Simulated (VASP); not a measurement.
Si2Ni:

```
Si Ni
1.0
     0.00000    2.60956    2.60956
     2.60956    0.00000    2.60956
     2.60956    2.60956    0.00000
Si Ni
2 1
Direct
  0.25000 0.25000 0.25000
  0.75000 0.75000 0.75000
  0.00000 0.00000 0.00000
```

Base run:

```yaml
Program: VASP 6.6.1
Functional: PBE
Potentials_or_basis: VASP PAW PBE potentials, release 64 (Si, Ni)
Cutoff: 520 eV
k_mesh: 14 × 14 × 14
Occupations: gaussian, width 0.15 eV
Spin: collinear spin, ferromagnetic start
Starting_moments: "[0.0, 0.0, 0.875] μB"
Fixed_moment: 0.875 μB
```

Its results: pressure 28.8 GPa; site moments Si +0.11; Ni +0.40 μB.

**Question.** The run is repeated on the same cell with these changes: fixed moment from 0.875 μB to 0.625 μB; moments at the start from [0.0, 0.0, 0.88] to [0.0, 0.0, 0.62]. What comes out?

**Answer.** Pressure 27.1 GPa; site moments Si +0.08; Ni +0.29 μB.

Caveats: the total moment is fixed, so each spin has its own Fermi level.
